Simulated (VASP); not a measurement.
Crystal: SnO.

```
Sn O
1.0
     4.12550    0.00000    0.00000
    -2.06275    3.57279    0.00000
     0.00000    0.00000    5.18540
Sn O
2 2
Direct
  0.33333 0.66667 0.25000
  0.66667 0.33333 0.75000
  0.66667 0.33333 0.25000
  0.33333 0.66667 0.75000
```

Base run:

| Item | Value |
| --- | --- |
| Program | VASP 6.6.1 |
| Functional | r2SCAN |
| Potentials or basis | VASP PAW PBE potentials, release 64 (Sn_d, O) |
| Cutoff | 520 eV |
| k mesh | 12 × 12 × 6 |
| Occupations | gaussian, width 0.01 eV |
| Spin | no spin polarisation |

Its results: band gap on the k mesh 0.57 eV, direct; pressure 0.3 GPa.

Question: The run is repeated on the same cell with these changes: functional from r2SCAN to PBE. What comes out?

Answer: Band gap on the k mesh 0.41 eV, direct; pressure 2.6 GPa.

r2SCAN gives the wider gap, since meta-GGAs in the generalised Kohn-Sham scheme recover part of the derivative discontinuity.

Caveats: spin-orbit coupling is left out, which moves the levels of the heavy elements; the PAW data sets were made with another functional, which shifts forces and pressure a little (some runs).

A k mesh can miss the band edges.
